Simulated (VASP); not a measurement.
KF: single point with LDA

KF:

```
CELL_PARAMETERS angstrom
0.00000 2.67185 2.67185
2.67185 0.00000 2.67185
2.67185 2.67185 0.00000
ATOMIC_POSITIONS crystal
K 0.00000 0.00000 0.00000
F 0.50000 0.50000 0.50000
```

* Program: VASP 6.6.1
* Task: single point
* Functional: LDA
* Potentials or basis: VASP PAW LDA potentials, release 64 (K_sv, F)
* Cutoff: 520 eV
* k mesh: 13 × 13 × 13
* Occupations: fermi-dirac, width 0.05 eV
* Spin: no spin polarisation
* Dipole correction: no
* Further INCAR settings: ALGO = Normal; EDIFF = 1e-07; NBANDS = 15

```json
{"Pressure": "-3.4 GPa", "Band gap on the k mesh": "5.79 eV"}
```

Levels at points of the mesh, in eV from the valence-band top:
```
           k point  band 4  band 5  band 6  band 7  band 8  band 9  band 10  band 11  band 12  band 13
(0.00, 0.00, 0.00)   -9.10   -9.10    0.00    0.00    0.00    5.79    10.51    10.51    10.51    12.25
```

It took 49 s on 1 thread of Intel Xeon 8259CL (shared host), peak memory 0.17 GiB.

Caveat: the cell stands under tension; an odd mesh through Γ misses points on the zone boundary, where band edges can lie.
